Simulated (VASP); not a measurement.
# AlN (P6_3mc) in VASP: further runs

AlN is run at these levels: r2SCAN; tasks: single point.

Everything below comes from runs of VASP 6.6.1. Logs are shortened: lines on timing, memory, paths and dates and some standing lists are left out, and cuts for length are marked.

## Step 1: The cell of the first run

Symmetry: P6_3mc, No. 186, hexagonal system. Conventional cell: a = 3.107 Å, b = 3.107 Å, c = 4.779 Å, α = 90.00°, β = 90.00°, γ = 120.00°. Al (site symmetry 3m) has 4 N at 1.82 to 1.88 Å within 2.4 Å. N (site symmetry 3m) has 4 Al at 1.82 to 1.88 Å within 2.4 Å.

## Step 2: Single point, r2SCAN (strain +0.000 along x and y, -0.040 along z)

Contents of POSCAR:

```
AlN
1.0
    3.1066653383      0.0000000000      0.0000000000
   -1.5533326691      2.6904511040      0.0000000000
    0.0000000000      0.0000000000      4.7792686492
Al N
2 2
Direct
    0.3333333333      0.6666666667      0.0016929024
    0.6666666667      0.3333333333      0.5016929024
    0.3333333333      0.6666666667      0.3833070976
    0.6666666667      0.3333333333      0.8833070976
```

Contents of INCAR.step1:

```
PREC = Accurate ; ENCUT = 520
ISMEAR = 0 ; SIGMA = 0.05
LREAL = F ; LASPH = T
NELM = 60 ; NBANDS = 16
GGA = PE ; ALGO = Normal
EDIFF = 1E-4 ; LWAVE = T
LCHARG = F
```

Contents of INCAR.step2:

```
PREC = Accurate ; ENCUT = 520
EDIFF = 1E-6 ; ISMEAR = 0
SIGMA = 0.05 ; LREAL = F
LASPH = T ; NELM = 60
ALGO = Normal ; ISIF = 2
LWAVE = F ; LCHARG = F
METAGGA = R2SCAN ; LMIXTAU = T
NBANDS = 16 ; ISTART = 1
```

Contents of KPOINTS:

```
Automatic mesh
0
Gamma
  12 12 6
```

Potentials or basis: VASP PAW PBE potentials, release 64 (Al, N).

On the command line:

```console
> cat potpaw_PBE.64/Al/POTCAR potpaw_PBE.64/N/POTCAR > POTCAR
> cp INCAR.step1 INCAR
> mpirun -np 1 vasp_std > vasp.out
> cp INCAR.step2 INCAR
> mpirun -np 1 vasp_std > vasp.out
```

OUTCAR:

```text
PREC = Accurate
   ENCUT = 520
   EDIFF = 1E-6
   ISMEAR = 0
   LREAL = F
   LASPH = T
   NELM = 60
   ISIF = 2
   METAGGA = R2SCAN
   ISTART = 1

 ion  position               nearest neighbor table
   1  0.333  0.667  0.002-   3 1.82   4 1.88   4 1.88   4 1.88   2 2.99   2 2.99   2 2.99   2 2.99
                             2 2.99   2 2.99
   2  0.667  0.333  0.502-   4 1.82   3 1.88   3 1.88   3 1.88   1 2.99   1 2.99   1 2.99   1 2.99
                             1 2.99   1 2.99
   3  0.333  0.667  0.383-   1 1.82   2 1.88   2 1.88   2 1.88
   4  0.667  0.333  0.883-   2 1.82   1 1.88   1 1.88   1 1.88

  LATTYP: Found a hexagonal cell.
 ALAT       =     3.1066653383
 C/A-ratio  =     1.5383918539

  Lattice vectors:

 A1 = (   3.1066653383,   0.0000000000,   0.0000000000)
 A2 = (  -1.5533326691,   2.6904511040,   0.0000000000)
 A3 = (   0.0000000000,   0.0000000000,   4.7792686492)

Analysis of symmetry for initial positions (statically):
=====================================================================
 Subroutine PRICEL returns:
 Original cell was already a primitive cell.

 Routine SETGRP: Setting up the symmetry group for a
 hexagonal supercell.

 Subroutine GETGRP returns: Found 12 space group operations
 (whereof  6 operations were pure point group operations)
 out of a pool of 24 trial point group operations.

The static configuration has the point symmetry C_3v.
 The point group associated with its full space group is C_6v.

Analysis of symmetry for dynamics (positions and initial velocities):
=====================================================================
 Subroutine PRICEL returns:
 Original cell was already a primitive cell.

 Routine SETGRP: Setting up the symmetry group for a
 hexagonal supercell.

 Subroutine GETGRP returns: Found 12 space group operations
 (whereof  6 operations were pure point group operations)
 out of a pool of 24 trial point group operations.

The dynamic configuration has the point symmetry C_3v.
 The point group associated with its full space group is C_6v.

 Subroutine INISYM returns: Found 12 space group operations
 (whereof  6 operations are pure point group operations),
 and found     1 'primitive' translations

----------------------------------------------------------------------------------------

                                     Primitive cell

  volume of cell :      39.9467

  direct lattice vectors                    reciprocal lattice vectors
     3.106665338  0.000000000  0.000000000     0.321888550  0.185842441  0.000000000
    -1.553332669  2.690451104  0.000000000     0.000000000  0.371684882  0.000000000
[... 90 lines left out ...]
   LREAL  =      F    real-space projection
   EDIFFG = 0.1E-04   stopping-criterion for IOM
   NSW    =      0    number of steps for IOM
   IBRION =     -1    ionic relax: 0-MD 1-quasi-New 2-CG
   NFREE  =      0    steps in history (QN), initial steepest desc. (CG)
   ISIF   =      2    stress and relaxation
   ISYM   =      2    0-nonsym 1-usesym 2-fastsym
   POTIM  = 0.5000    time-step for ionic-motion
   TEBEG  =    0.0;   TEEND  =   0.0 temperature during run
   PSTRESS=    0.0 pullay stress
   NELECT =      16.0000    total number of electrons
   NUPDOWN=      -1.0000    fix difference up-down
   EMIN   =  10.00;   EMAX   =-10.00  energy-range for DOS
   EFERMI =   0.00;   METHOD = LEGACY
   ISMEAR =     0;   SIGMA  =   0.05  broadening in eV -4-tet -1-fermi 0-gaus
   EFERMI_NEDOS =   21; number of points for ismear=-14 and -15
   IALGO  =     38    algorithm
   IMIX   =      4    mixing-type and parameters
     AMIX     =   0.40;   BMIX     =  1.00
     AMIX_MAG =   1.60;   BMIX_MAG =  1.00
  volume/ion in A,a.u.               =       9.99        67.39
  Fermi-wavevector in a.u.,A,eV,Ry     =   1.206761  2.280447 19.813775  1.456271
  Thomas-Fermi vector in A             =   2.342418
   LORBIT       =      0    0 simple, 1 ext, 2 COOP (PROOUT), +10 PAW based schemes
   METAGGA = R2SCAN    functional components
   LHFCALC =     F    Hartree Fock is set to
   AEXX    =    0.0000 exact exchange contribution
   IVDW    =     0    specifies the selected vdW correction
   LEPSILON=     F    determine dielectric tensor
   LRPA    =     F    only Hartree local field effects (RPA)
 non-spin polarized calculation
 Gauss-broadening in eV      SIGMA  =   0.05
  energy-cutoff  :      520.00
  volume of cell :       39.95
 maximum number of plane-waves:      1092
 NGX is ok and might be reduce to    24
   NGX = 11   NGY = 11   NGZ = 17

 number of electron      16.0000000 magnetization

 Free energy of the ion-electron system (eV)
  ---------------------------------------------------
  ext. energy  EPLUGINS =         0.00000000
  ---------------------------------------------------
  free energy    TOTEN  =       -38.34873083 eV

  energy without entropy =      -38.34873083  energy(sigma->0) =      -38.34873083

 E-fermi :   6.6490     XC(G=0): -11.6036

 val. band max:        6.4505173820   @ k =   0.0000   0.0000   0.0000
 cond. band min:      11.6231346102   @ k =   0.0000   0.0000   0.0000
 fundamental gap:      5.1726172282
 Fermi energy:         6.6490396206

 k-point     1 :       0.0000    0.0000    0.0000
  band No.  band energies     occupation
      1      -9.9242      2.00000
      2      -7.4880      2.00000
      3       0.1786      2.00000
      4       5.2411      2.00000
      5       5.2411      2.00000
      6       6.0362      2.00000
[... 433 lines left out ...]
      3       1.1703      2.00000
      4       2.2868      2.00000
      5       2.9387      2.00000
      6       4.2929      2.00000
[... 8 lines left out ...]
     15      20.4701      0.00000
     16      21.8715      0.00000

 [... further k-points ...]
[... 5 lines left out ...]
  --------------------------------------------------------------------------------------
  -------------------------------------------------------------------------------------
  Total        0.6485636      0.6485636      5.4356085      0.0000000      0.0000000      0.0000000
  in kB       26.0125011     26.0125011    218.0106623      0.0000000      0.0000000      0.0000000
  external PRESSURE =      90.0118882 kB  Pullay stress =       0.0000000 kB

 VOLUME and BASIS-vectors are now :
 -----------------------------------------------------------------------------
  energy-cutoff  :      520.00
  volume of cell :       39.95
      direct lattice vectors                 reciprocal lattice vectors
     3.106665338  0.000000000  0.000000000     0.321888550  0.185842441  0.000000000
    -1.553332669  2.690451104  0.000000000     0.000000000  0.371684882  0.000000000
     0.000000000  0.000000000  4.779268649     0.000000000  0.000000000  0.209237035

 POSITION                                       TOTAL-FORCE (eV/Angst)
 -----------------------------------------------------------------------------------
     -0.00000      1.79363      0.00809         0.000000      0.000000     -0.713598
      1.55333      0.89682      2.39773        -0.000000     -0.000000     -0.713598
     -0.00000      1.79363      1.83193         0.000000     -0.000000      0.713598
      1.55333      0.89682      4.22156        -0.000000     -0.000000      0.713598
 -----------------------------------------------------------------------------------
    total drift:                               -0.000000     -0.000000     -0.017062

  FREE ENERGIE OF THE ION-ELECTRON SYSTEM (eV)
  ---------------------------------------------------
  free  energy   TOTEN  =       -38.3487308340 eV

  energy  without entropy=      -38.3487308340  energy(sigma->0) =      -38.34873083
```

OUTCAR.step1:

```text
PREC = Accurate
   ENCUT = 520
   ISMEAR = 0
   LREAL = F
[... 690 lines left out ...]
     -0.00000      1.79363      0.00809        -0.000000     -0.000000     -0.729373
      1.55333      0.89682      2.39773         0.000000      0.000000     -0.729373
     -0.00000      1.79363      1.83193        -0.000000      0.000000      0.729373
      1.55333      0.89682      4.22156         0.000000     -0.000000      0.729373
 -----------------------------------------------------------------------------------
    total drift:                               -0.000000      0.000000      0.001315

  FREE ENERGIE OF THE ION-ELECTRON SYSTEM (eV)
  ---------------------------------------------------
  free  energy   TOTEN  =       -29.6146907670 eV

  energy  without entropy=      -29.6146907670  energy(sigma->0) =      -29.61469077
```

Wall time 52 s (1 thread of Intel Xeon 6975P-C (Granite Rapids), shared host); peak memory 0.17 GiB.

What came out:

- Free energy: -38.3487 eV
- Pressure: 9.0 GPa
- Largest force: 0.714 eV/Å
- Band gap on the k mesh: 5.17 eV, direct

Forces in eV/Å, atoms in the order of the input:
```
Al   0.000  0.000 -0.714
Al   0.000  0.000 -0.714
N    0.000  0.000  0.714
N    0.000  0.000  0.714
```

Levels at points of the mesh, in eV from the valence-band top:
| k point | band 6 | band 7 | band 8 | band 9 | band 10 | band 11 |
| --- | --- | --- | --- | --- | --- | --- |
| (0.00, 0.00, 0.00) | -0.41 | -0.41 | 0.00 | 5.17 | 7.38 | 11.82 |
| (0.50, 0.00, 0.00) | -2.50 | -1.95 | -0.81 | 6.36 | 6.70 | 9.26 |
| (0.00, 0.00, 0.50) | -0.82 | -0.82 | -0.82 | 7.32 | 7.32 | 11.73 |
| (0.50, 0.00, 0.50) | -1.76 | -1.44 | -1.44 | 6.14 | 6.14 | 10.39 |

Caveat: the cell differs from its parent crystal (strain +0.000 along x and y, -0.040 along z); the PAW data sets were made with another functional, which shifts forces and pressure a little.

(Continued in part 2 of 2.)
